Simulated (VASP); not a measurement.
A run of VASP 6.6.1 is set up as follows.

INCAR

```
SYSTEM = Be
PREC = Accurate ; ENCUT = 600
EDIFF = 1E-7 ; ISMEAR = -1
SIGMA = 0.05 ; LREAL = .False.
LASPH = .True. ; NELM = 60
ALGO = Normal ; ISIF = 3
LWAVE = .False. ; LCHARG = .False.
GGA = PS ; IBRION = 2
NSW = 32 ; EDIFFG = -0.005
PSTRESS = 1400.0
```

Contents of KPOINTS:

```
regular mesh
0
Gamma
  24 24 22
  0 0 0
```

File POSCAR:

```
Be
1.0
    1.8135757274      0.0000000000      0.0000000000
   -0.9067878637      1.5706026516      0.0000000000
    0.0000000000      0.0000000000      1.7900441984
Be
1
Direct
    0.0000000000      0.0000000000      0.0000000000
```

Potentials or basis: VASP PAW PBE potentials, release 64 (Be).

The run is started by

```sh
$ cat potpaw_PBE.64/Be/POTCAR > POTCAR
$ mpirun -np 1 vasp_std > vasp.out
```

(1) Predict the relaxed volume.

(2) What does it give for the relaxed cell?

(3) What does it give for the band gap on the k mesh?

(4) What does it give for the space group after relaxing (to 0.1 Å)?

Results:

(1) 5.11 Å³/atom.

(2) a = 1.815 Å, b = 1.815 Å, c = 1.792 Å, α = 90.00°, β = 90.00°, γ = 120.00°.

(3) zero (bands 1 and 2 overlap by 7.96 eV).

(4) P6/mmm (No. 191).

Caveat: the cell is relaxed towards a set pressure, so the run minimises the enthalpy, not the energy; the PAW data sets were made with another functional, which shifts forces and pressure a little.
